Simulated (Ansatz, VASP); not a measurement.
# Two plane-wave programs on TiO2

INCAR

```
SYSTEM = TiO2
ALGO = Normal
EDIFF = 1E-6
EDIFFG = -0.005
ENCUT = 600
GGA = PE
IBRION = 2
ISIF = 3
ISMEAR = 0
IVDW = 12
LASPH = .True.
LCHARG = .False.
LREAL = .False.
LWAVE = .False.
NELM = 100
NSW = 70
PREC = Accurate
SIGMA = 0.02
```

File KPOINTS:

```
k-points
0
Gamma
  6 6 10
  0 0 0
```

File POSCAR:

```
TiO2
1.0
    4.6432750094      0.0000000000      0.0000000000
    0.0000000000      4.6432750094      0.0000000000
    0.0000000000      0.0000000000      2.9638820250
Ti O
2 4
Direct
    0.0000000000      0.0000000000      0.0000000000
    0.5000000000      0.5000000000      0.5000000000
    0.3051282522      0.3051282522      0.0000000000
    0.1948717478      0.8051282522      0.5000000000
    0.6948717478      0.6948717478      0.0000000000
    0.8051282522      0.1948717478      0.5000000000
```

Input for Ansatz:

```yaml
crystal:
  lattice:
    - [4.6432750094, 0.0, 0.0]
    - [0.0, 4.6432750094, 0.0]
    - [0.0, 0.0, 2.963882025]
  atoms:
    - { symbol: Ti, position: [0.0, 0.0, 0.0] }
    - { symbol: Ti, position: [0.5, 0.5, 0.5] }
    - { symbol: O, position: [0.3051282522, 0.3051282522, 0.0] }
    - { symbol: O, position: [0.1948717478, 0.8051282522, 0.5] }
    - { symbol: O, position: [0.6948717478, 0.6948717478, 0.0] }
    - { symbol: O, position: [0.8051282522, 0.1948717478, 0.5] }
basis:
  ecutwfc: 420
kpoints:
  mp_grid: { grid: [6, 6, 10] }
hamiltonian:
  xc: pbe
  dispersion: d3bj
scf:
  occupations: { method: gaussian, width: 0.02 }
output:
  forces: true
  stress: true
  eigenvalues: true
relax:
  adjacent_minimum: "off"
  f_tol: 0.005
  max_steps: 50
  cell: { stress_tol: 0.05 }
```

Alike in both runs: task relaxation of cell and atoms; functional PBE; dispersion D3(BJ); k mesh 6 × 6 × 10; occupations gaussian, width 0.02 eV; no spin polarisation.

```csv
,VASP,Ansatz
version,VASP 6.6.1,Ansatz 0.2.0
potentials or method,"VASP PAW PBE potentials, release 64 (Ti_sv, O), cutoff 600 eV","scalar-relativistic, plane waves, PAW"
valence electrons in the cell,48,48
```

```csv
,VASP,Ansatz,Ansatz less VASP
"gap on the k mesh at the Fermi level, each at its own relaxed structure (eV)",1.83,1.87,+0.036
relaxed volume (Å³/atom),10.47,10.46,-0.015
relaxed cell length with the largest relative difference (Å),2.957,2.954,-0.0031
```
